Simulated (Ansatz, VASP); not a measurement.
# MnO in VASP and in Ansatz

```xyz
4
Lattice="3.0780 0.0000 0.0000 -1.5390 2.6656 0.0000 0.0000 0.0000 5.2996" Properties=species:S:1:pos:R:3 pbc="T T T"
Mn    0.0000    0.0000    0.0000
Mn    0.0000    0.0000    2.6498
O     0.0000    1.7771    1.3249
O     1.5390    0.8885    3.9747
```

Alike in both runs: task single point; functional r2SCAN; k mesh 12 × 12 × 8; occupations gaussian, width 0.05 eV; collinear spin.

|  | VASP | Ansatz |
| --- | --- | --- |
| version | VASP 6.6.1 | Ansatz 0.2.0 |
| potentials or method | VASP PAW PBE potentials, release 64 (Mn_pv, O), cutoff 520 eV | scalar-relativistic, plane waves, PAW |
| valence electrons in the cell | 38 | 42 |

|  | VASP | Ansatz | Ansatz less VASP |
| --- | --- | --- | --- |
| gap on the k mesh at the Fermi level (eV) | 1.81 | 1.80 | -0.012 |
| least direct gap on the mesh (eV) | 2.13 | 2.14 | +0.005 |
| pressure (GPa) | -1.1 | -1.4 | -0.29 |
| traceless stress, the component that is largest in VASP (GPa) | 0.86 | 0.85 | -0.003 |
| net moment per atom (μB) | 0.00 | 0.00 | 0.000 |
| size of the moment on the site where the two differ most (μB) | 4.40 | 4.14 | -0.258 |

VASP's potentials were made for PBE, not for r2SCAN. Site moments also hang on the region over which each program counts them. VASP's potentials hold 38 valence electrons a cell and Ansatz's 42, so a difference there can come from the potentials and not from the codes. Ansatz's warnings: stability check not made.
